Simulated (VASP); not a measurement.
# B (Cmcm) in VASP: notebook, part 2 of 2

VASP 6.6.1.

## (3) Single point, PBE

This run uses another cell than the first one, of 8.55 Å³/atom, 1.013 times its volume.

Input file INCAR:

```
PREC     = Accurate       # precision mode
ENCUT    = 520            # plane-wave cutoff, eV
EDIFF    = 1E-6           # SCF threshold, eV
ISMEAR   = 0              # smearing method
SIGMA    = 0.1            # smearing width, eV
LREAL    = False          # projectors in reciprocal space
LASPH    = True           # aspherical terms in the spheres
NELM     = 80             # most SCF steps
ALGO     = Normal         # electronic algorithm
ISIF     = 2              # what is computed and relaxed
LWAVE    = False          # write WAVECAR
LCHARG   = True           # write CHGCAR
GGA      = PE             # functional
LELF     = True           # ELF
LVHAR    = True         
NBANDS   = 30             # bands
```

Input file KPOINTS:

```
Automatic mesh
0
Gamma
  4 4 4
```

Input file POSCAR:

```
B
1.0
    3.5802036590     -2.5325495070      0.0000000000
    3.5802036590      2.5325495070      0.0000000000
    0.0000000000      0.0000000000      5.6566784474
B
12
Direct
    0.0021537667      0.3523502436      0.3999122351
    0.3523502436      0.0021537667      0.6000877649
    0.6476497564      0.9978462333      0.1000877649
    0.9978462333      0.6476497564      0.8999122351
    0.9978462333      0.6476497564      0.6000877649
    0.6476497564      0.9978462333      0.3999122351
    0.3523502436      0.0021537667      0.8999122351
    0.0021537667      0.3523502436      0.1000877649
    0.1204898701      0.8795101299      0.3948433368
    0.8795101299      0.1204898701      0.6051566632
    0.1204898701      0.8795101299      0.1051566632
    0.8795101299      0.1204898701      0.8948433368
```

Potentials or basis: VASP PAW PBE potentials, release 64 (B).

Launch:

```
cat potpaw_PBE.64/B/POTCAR > POTCAR
mpirun -np 1 vasp_std > vasp.out
```

OUTCAR:

```text
PREC = Accurate
   ENCUT = 520
   EDIFF = 1E-6
   ISMEAR = 0
   LREAL = False
   LASPH = True
   NELM = 80
   ISIF = 2
   GGA = PE

 ion  position               nearest neighbor table
   1  0.002  0.352  0.400-   8 1.70   5 1.72  10 1.74   9 1.96   2 2.10
   2  0.352  0.002  0.600-   7 1.70   6 1.72   9 1.74  10 1.96   1 2.10
   3  0.648  0.998  0.100-   6 1.70   7 1.72  12 1.74  11 1.96   4 2.10
   4  0.998  0.648  0.900-   5 1.70   8 1.72  11 1.74  12 1.96   3 2.10
   5  0.998  0.648  0.600-   4 1.70   1 1.72   9 1.74  10 1.96   6 2.10
   6  0.648  0.998  0.400-   3 1.70   2 1.72  10 1.74   9 1.96   5 2.10
   7  0.352  0.002  0.900-   2 1.70   3 1.72  11 1.74  12 1.96   8 2.10
[... 922 lines left out ...]
  energy-cutoff  :      520.00
  volume of cell :      102.58
      direct lattice vectors                 reciprocal lattice vectors
     3.580203659 -2.532549507  0.000000000     0.139656860 -0.197429507  0.000000000
     3.580203659  2.532549507  0.000000000     0.139656860  0.197429507  0.000000000
     0.000000000  0.000000000  5.656678447     0.000000000  0.000000000  0.176782189

 POSITION                                       TOTAL-FORCE (eV/Angst)
 -----------------------------------------------------------------------------------
      1.26920      0.88689      2.26217        -0.000474      0.003372     -0.013473
      1.26920     -0.88689      3.39450        -0.000474     -0.003372      0.013473
      5.89121      0.88689      0.56616         0.000474      0.003372      0.013473
      5.89121     -0.88689      5.09051         0.000474     -0.003372     -0.013473
      5.89121     -0.88689      3.39450         0.000474     -0.003372      0.013473
      5.89121      0.88689      2.26217         0.000474      0.003372     -0.013473
      1.26920     -0.88689      5.09051        -0.000474     -0.003372     -0.013473
      1.26920      0.88689      0.56616        -0.000474      0.003372      0.013473
      3.58020      1.92226      2.23350         0.000000     -0.001790     -0.018191
      3.58020     -1.92226      3.42318         0.000000      0.001790      0.018191
      3.58020      1.92226      0.59484         0.000000     -0.001790      0.018191
      3.58020     -1.92226      5.06184         0.000000      0.001790     -0.018191
 -----------------------------------------------------------------------------------
    total drift:                               -0.000000     -0.000000     -0.000000

  FREE ENERGIE OF THE ION-ELECTRON SYSTEM (eV)
  ---------------------------------------------------
  free  energy   TOTEN  =       -72.8917553946 eV

  energy  without entropy=      -72.8873168173  energy(sigma->0) =      -72.88953611
```

OSZICAR:

```text
N       E                     dE             d eps       ncg     rms          rms(c)
DAV:   1     0.688762021742E+02    0.68876E+02   -0.16062E+04  1260   0.107E+03
DAV:   2    -0.702588483915E+02   -0.13914E+03   -0.13153E+03  1598   0.201E+02
DAV:   3    -0.763400366059E+02   -0.60812E+01   -0.59793E+01  1688   0.365E+01
DAV:   4    -0.764030299320E+02   -0.62993E-01   -0.62895E-01  1630   0.395E+00
DAV:   5    -0.764039672849E+02   -0.93735E-03   -0.93708E-03  1644   0.462E-01    0.109E+01
DAV:   6    -0.737999452293E+02    0.26040E+01   -0.20977E+00  1524   0.623E+00    0.625E+00
DAV:   7    -0.728839970439E+02    0.91595E+00   -0.22296E+00  1610   0.606E+00    0.108E+00
DAV:   8    -0.728888166966E+02   -0.48197E-02   -0.10506E-01  1524   0.159E+00    0.394E-01
DAV:   9    -0.728913986751E+02   -0.25820E-02   -0.73714E-03  1576   0.418E-01    0.941E-02
DAV:  10    -0.728916356590E+02   -0.23698E-03   -0.58760E-04  1542   0.112E-01    0.286E-02
DAV:  11    -0.728917439771E+02   -0.10832E-03   -0.11782E-04  1510   0.511E-02    0.959E-03
DAV:  12    -0.728917536185E+02   -0.96414E-05   -0.25130E-05  1594   0.225E-02    0.425E-03
DAV:  13    -0.728917553967E+02   -0.17782E-05   -0.29958E-06  1500   0.805E-03    0.990E-04
DAV:  14    -0.728917553946E+02    0.21055E-08   -0.11419E-07   900   0.177E-03
   1 F= -.72891755E+02 E0= -.72889536E+02  d E =-.443858E-02
```

stdout:

```text
POSCAR found type information on POSCAR B
 POSCAR found :  1 types and      12 ions
 scaLAPACK will be used
 LDA part: xc-table for (Slater+PW92), standard interpolation
 POSCAR, INCAR and KPOINTS ok, starting setup
 FFT: planning ... GRIDC
 FFT: planning ... GRID_SOFT
 FFT: planning ... GRID
 WAVECAR not read
 entering main loop
```

Run time: 49 s. Hardware: 1 thread of Intel Xeon Platinum 8488C (Sapphire Rapids), shared host; peak memory 0.22 GiB.

Results:

- Free energy: -72.8918 eV
- Pressure: 0.1 GPa
- Largest force: 0.018 eV/Å
- Band gap on the k mesh: zero (band 18 reaches 4.68 eV, above the bottom of band 19 at 4.01 eV)

Forces in eV/Å, atoms in the order of the input:
```
B    0.000  0.003 -0.013
B    0.000 -0.003  0.013
B    0.000  0.003  0.013
B    0.000 -0.003 -0.013
B    0.000 -0.003  0.013
B    0.000  0.003 -0.013
B    0.000 -0.003 -0.013
B    0.000  0.003  0.013
B    0.000 -0.002 -0.018
B    0.000  0.002  0.018
B    0.000 -0.002  0.018
B    0.000  0.002 -0.018
```

Levels at points of the mesh, in eV from the Fermi level:
| k point | band 15 | band 16 | band 17 | band 18 | band 19 | band 20 | band 21 | band 22 |
| --- | --- | --- | --- | --- | --- | --- | --- | --- |
| (0.00, 0.00, 0.00) | -3.02 | -2.98 | -2.31 | -1.15 | 0.66 | 1.78 | 3.19 | 3.32 |
| (0.50, 0.00, 0.00) | -1.90 | -0.90 | -0.23 | 0.26 | 0.30 | 0.98 | 2.45 | 3.05 |
| (0.50, 0.50, 0.00) | -1.51 | -0.69 | -0.66 | -0.48 | 0.06 | 0.99 | 1.04 | 1.53 |
| (0.00, 0.00, 0.50) | -2.09 | -2.09 | -1.32 | -1.32 | -0.20 | -0.20 | 4.31 | 4.31 |
| (0.50, 0.00, 0.50) | -1.59 | -1.59 | -1.13 | -1.13 | 1.20 | 1.20 | 1.63 | 1.63 |
| (0.50, 0.50, 0.50) | -1.45 | -1.45 | -1.00 | -1.00 | -0.02 | -0.02 | 2.41 | 2.41 |

Caveat: the k points lie up to 0.38 Å⁻¹ apart.
